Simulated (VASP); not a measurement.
Write the native input for VASP 6.6.1 that does the following.

```yaml
Task: single point
Functional: r2SCAN
Potentials_or_basis: VASP PAW PBE potentials, release 64 (Al, Ti_sv)
Cutoff: 520 eV
k_mesh: 2 × 2 × 2
Occupations: gaussian, width 0.05 eV
Spin: no spin polarisation
Dipole_correction: no
Further_INCAR_settings: LREAL = Auto; ALGO = Normal; EDIFF = 1e-06; NBANDS = 72
```

System: TiAl30 (a cell with a defect).

```
CELL_PARAMETERS angstrom
8.10000 0.00000 0.00000
0.00000 8.10000 0.00000
0.00000 0.00000 8.10000
ATOMIC_POSITIONS crystal
Al 0.50000 0.00170 0.00170
Al 0.74490 0.25238 0.00512
Al 0.74490 0.00512 0.25238
Al 0.25510 0.25238 0.00512
Al 0.50000 0.50061 0.00114
Al 0.74837 0.74975 0.00002
Al 0.25510 0.00512 0.25238
Al 0.50000 0.25422 0.25422
Al 0.74722 0.49962 0.25136
Al 0.50000 0.00114 0.50061
Al 0.74722 0.25136 0.49962
Al 0.74837 0.00002 0.74975
Al 0.00000 0.49794 0.99976
Al 0.25163 0.74975 0.00002
Al 0.00000 0.25332 0.25332
Al 0.25278 0.49962 0.25136
Al 0.50000 0.74820 0.24819
Al 0.00000 0.99976 0.49794
Al 0.25278 0.25136 0.49962
Al 0.50000 0.50127 0.50127
Al 0.74597 0.74733 0.49780
Al 0.25163 0.00002 0.74975
Al 0.50000 0.24819 0.74820
Al 0.74597 0.49780 0.74733
Al 0.00000 0.75079 0.24675
Al 0.00000 0.49661 0.49661
Al 0.25403 0.74733 0.49780
Al 0.00000 0.24675 0.75079
Al 0.25403 0.49780 0.74733
Al 0.50000 0.74978 0.74978
Ti 0.00000 0.74293 0.74293
```

The input as run:

POSCAR

```
TiAl30
1.0
    8.1000000000      0.0000000000      0.0000000000
    0.0000000000      8.1000000000      0.0000000000
    0.0000000000      0.0000000000      8.1000000000
Al Ti
30 1
Direct
    0.5000000000      0.0016953419      0.0016953419
    0.7449036241      0.2523767087      0.0051244822
    0.7449036241      0.0051244822      0.2523767087
    0.2550963759      0.2523767087      0.0051244822
    0.5000000000      0.5006050407      0.0011389174
    0.7483655892      0.7497503863      0.0000219439
    0.2550963759      0.0051244822      0.2523767087
    0.5000000000      0.2542192593      0.2542192593
    0.7472195859      0.4996223990      0.2513639427
    0.5000000000      0.0011389174      0.5006050407
    0.7472195859      0.2513639427      0.4996223990
    0.7483655892      0.0000219439      0.7497503863
    0.0000000000      0.4979386979     -0.0002429362
    0.2516344108      0.7497503863      0.0000219439
    0.0000000000      0.2533229478      0.2533229478
    0.2527804141      0.4996223990      0.2513639427
    0.5000000000      0.7481969918      0.2481917748
    0.0000000000     -0.0002429362      0.4979386979
    0.2527804141      0.2513639427      0.4996223990
    0.5000000000      0.5012676657      0.5012676657
    0.7459719412      0.7473346493      0.4978048942
    0.2516344108      0.0000219439      0.7497503863
    0.5000000000      0.2481917748      0.7481969918
    0.7459719412      0.4978048942      0.7473346493
    0.0000000000      0.7507892753      0.2467490369
    0.0000000000      0.4966146093      0.4966146093
    0.2540280588      0.7473346493      0.4978048942
    0.0000000000      0.2467490369      0.7507892753
    0.2540280588      0.4978048942      0.7473346493
    0.5000000000      0.7497813013      0.7497813013
    0.0000000000     -0.2570667366     -0.2570667366
```

INCAR.step1

```
  PREC = Accurate
  ENCUT = 520
  ISMEAR = 0
  SIGMA = 0.05
  LREAL = Auto
  LASPH = True
  NELM = 60
  NBANDS = 72
  GGA = PE
  ALGO = Normal
  EDIFF = 1E-4
  LWAVE = True
  LCHARG = False
```

INCAR.step2

```
  PREC = Accurate
  ENCUT = 520
  EDIFF = 1E-6
  ISMEAR = 0
  SIGMA = 0.05
  LREAL = Auto
  LASPH = True
  NELM = 60
  ALGO = Normal
  ISIF = 2
  LWAVE = False
  LCHARG = False
  METAGGA = R2SCAN
  LMIXTAU = True
  NBANDS = 72
  ISTART = 1
```

KPOINTS

```
regular mesh
0
Gamma
  2 2 2
```

Potentials or basis: VASP PAW PBE potentials, release 64 (Al, Ti_sv).

Command:

```console
$ cat potpaw_PBE.64/Al/POTCAR potpaw_PBE.64/Ti_sv/POTCAR > POTCAR
$ cp INCAR.step1 INCAR
$ mpirun -np 1 vasp_std > vasp.out
$ cp INCAR.step2 INCAR
$ mpirun -np 1 vasp_std > vasp.out
```

Results of the run:

```json
{
 "Pressure": "-4.3 GPa",
 "Largest force": "0.032 eV/Å",
 "Band gap on the k mesh": "zero (bands 51 and 52 overlap by 0.29 eV)"
}
```

Caveat: the k points lie up to 0.39 Å⁻¹ apart; the PAW data sets were made with another functional, which shifts forces and pressure a little.

Wall time 23 min on 1 thread of Oxide Virtual Turin-like Processor, on a shared host, peak memory 0.57 GiB.
